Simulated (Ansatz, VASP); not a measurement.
# One calculation of Au, two programs

```
Au
1.0
     0.00000    2.00750    2.00750
     2.00750    0.00000    2.00750
     2.00750    2.00750    0.00000
Au
1
Cartesian
  0.0000 0.0000 0.0000
```

Change from the starting cell: volume scaled by 0.96.

Alike in both runs: task single point; functional RPBE; dispersion D4; k mesh 11 × 11 × 11; occupations fermi-dirac, width 0.025 eV; collinear spin.

|  | VASP | Ansatz |
| --- | --- | --- |
| version | VASP 6.6.1 | Ansatz 0.2.0 |
| potentials or method | VASP PAW PBE potentials, release 64 (Au), cutoff 520 eV | all-electron LAPW, Dirac moment of small components |

Ansatz gave:

| Quantity | Value |
| --- | --- |
| gap on the k mesh at the Fermi level (eV) | none |
| pressure (GPa) | 11.7 |
| net moment per atom (μB) | 0.00 |

Q: Which values does VASP return?

A: gap on the k mesh at the Fermi level (eV): none; pressure (GPa): 11.4; net moment per atom (μB): 0.00.

VASP's potentials were made for PBE, not for RPBE. A gap of «none» marks a metal or a gap that the smearing closes. Ansatz ran all-electron here, and VASP with PAW potentials.

Spin-orbit coupling is off throughout.
